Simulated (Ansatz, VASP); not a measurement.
# Two plane-wave programs on Y

Contents of INCAR:

```
PREC = Accurate
ENCUT = 520
EDIFF = 1E-7
ISMEAR = -1
SIGMA = 0.1
LREAL = F
LASPH = T
NELM = 100
ALGO = Normal
ISIF = 2
LWAVE = F
LCHARG = F
GGA = RE
NBANDS = 12
```

Contents of KPOINTS:

```
Automatic mesh
0
Gamma
  18 18 18
```

POSCAR

```
Y
1.0
   -1.9866675707      1.9866675707      1.9866675707
    1.9866675707     -1.9866675707      1.9866675707
    1.9866675707      1.9866675707     -1.9866675707
Y
1
Direct
    0.0000000000      0.0000000000      0.0000000000
```

Input for Ansatz:

```yaml
crystal:
  lattice:
    - [-1.9866675707, 1.9866675707, 1.9866675707]
    - [1.9866675707, -1.9866675707, 1.9866675707]
    - [1.9866675707, 1.9866675707, -1.9866675707]
  atoms:
    - { symbol: "Y", position: [0.0, 0.0, 0.0] }
hamiltonian:
  xc: revpbe
  pseudopotentials:
    kind: paw
    azcp:
      "Y": "pseudopotentials/Y.paw.azcp"
basis:
  ecutwfc: 420
  fft_grid_basis: typed
kpoints:
  mp_grid: { grid: [18, 18, 18], shift: [0, 0, 0] }
magnetization:
  spin_polarized: false
scf:
  occupations: { method: fermi_dirac, width: 0.1 }
output:
  stress: true
```

Alike in both runs: task single point; functional revPBE; k mesh 18 × 18 × 18; occupations fermi-dirac, width 0.1 eV; no spin polarisation.

```csv
,VASP,Ansatz
version,VASP 6.6.1,Ansatz 0.2.0
potentials or method,"VASP PAW PBE potentials, release 64 (Y_sv), cutoff 520 eV","plane waves (420 eV) with PAW, scalar-relativistic"
valence electrons in the cell,11,11
```

|  | VASP | Ansatz | Ansatz less VASP |
| --- | --- | --- | --- |
| pressure (GPa) | 3.3 | 3.5 | +0.12 |

VASP's potentials were made for PBE, not for revPBE. The functional is the same, so the differences come from potentials, cutoffs and numerics.
